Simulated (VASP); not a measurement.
## Be: single point with PBE

Crystal: Be.

```xyz
4
Lattice="3.7623 0.0000 0.0000 0.0000 3.7623 0.0000 0.0000 0.0000 2.2651" Properties=species:S:1:pos:R:3 pbc="T T T"
Be    1.1233    1.1233    0.0000
Be    2.6390    2.6390    0.0000
Be    0.7578    3.0045    1.1325
Be    3.0045    0.7578    1.1325
```

| Item | Value |
| --- | --- |
| Program | VASP 6.6.1 |
| Task | single point |
| Functional | PBE |
| Potentials or basis | VASP PAW PBE potentials, release 64 (Be) |
| Cutoff | 520 eV |
| k mesh | 12 × 12 × 18 |
| Occupations | gaussian, width 0.1 eV |
| Spin | no spin polarisation |

```
Pressure               : 0.1 GPa
Band gap on the k mesh : zero (band 4 reaches 7.77 eV, above the bottom of band 5 at 5.65 eV)
```

Forces on the atoms (eV/Å):
```
Be  -0.002 -0.002  0.000
Be   0.002  0.002  0.000
Be   0.002 -0.002  0.000
Be  -0.002  0.002  0.000
```

Levels at points of the mesh, in eV from the Fermi level:
```
           k point  band 1  band 2  band 3  band 4  band 5  band 6  band 7  band 8
(0.00, 0.00, 0.00)  -11.11   -4.97   -4.37   -1.10   -1.10    4.81    4.81    7.26
(0.50, 0.00, 0.00)   -9.16   -9.16   -2.68   -2.68    1.45    1.45    8.92    8.92
(0.50, 0.50, 0.00)   -7.19   -7.19   -7.14   -7.14    8.23    8.23    9.22    9.22
(0.00, 0.00, 0.50)   -5.69   -5.69    1.02    1.02    1.90    1.90    2.74    2.74
(0.50, 0.00, 0.50)   -4.37   -4.37   -3.28   -3.28    3.80    3.80    5.08    5.08
(0.50, 0.50, 0.50)   -3.68   -3.68   -3.31   -3.31    1.88    1.88    1.88    1.88
```

Wall time 31 s on 1 thread of Intel(R) Xeon(R) 6975P-C (Granite Rapids), on a shared host, peak memory 0.19 GiB.
